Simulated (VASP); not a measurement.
Write the native input for VASP 6.6.1 that does the following.

```
Task                   : single point
Functional             : LDA
Potentials or basis    : VASP PAW LDA potentials, release 64 (K_sv, F)
Cutoff                 : 520 eV
k mesh                 : 8 × 8 × 8
Occupations            : gaussian, width 0.05 eV
Spin                   : no spin polarisation
Dipole correction      : no
Further INCAR settings : ALGO = Normal; EDIFF = 1e-07; NBANDS = 15
```

The structure of KF lies in POSCAR:

```
KF
1.0
    0.0000000000      2.5817196783      2.1944617266
    2.6268997727      0.0000000000      2.1944617266
    2.6268997727      2.5817196783      0.0000000000
K F
1 1
Direct
    0.0000000000      0.0000000000      0.0000000000
    0.5000000000      0.5000000000      0.5000000000
```

This cell differs from its parent crystal: normal strain along x +0.0175, normal strain along z -0.1500.

These files were run (other wordings do the same):

INCAR

```
SYSTEM = KF
  ALGO = Normal
  EDIFF = 1E-7
  ENCUT = 520
  GGA = CA
  ISIF = 2
  ISMEAR = 0
  LASPH = .True.
  LCHARG = .False.
  LREAL = .False.
  LWAVE = .False.
  NBANDS = 15
  NELM = 60
  PREC = Accurate
  SIGMA = 0.05
```

KPOINTS

```
k-points
0
Gamma
  8 8 8
  0 0 0
```

Potentials or basis: VASP PAW LDA potentials, release 64 (K_sv, F).

Command:

```sh
$ cat potpaw_LDA.64/K_sv/POTCAR potpaw_LDA.64/F/POTCAR > POTCAR
$ mpirun -np 1 vasp_std > vasp.out
```

It gave:

```json
{
  "Pressure": "16.4 GPa",
  "Band gap on the k mesh": "5.95 eV (least direct gap 6.11 eV)"
}
```

Caveat: the cell differs from its parent crystal (normal strain along x +0.0175, normal strain along z -0.1500); the stress differs along the axes, from 2 to 44 GPa.

Run time: 87 s on 1 thread of Intel Xeon 8259CL (shared host), peak memory 0.17 GiB.
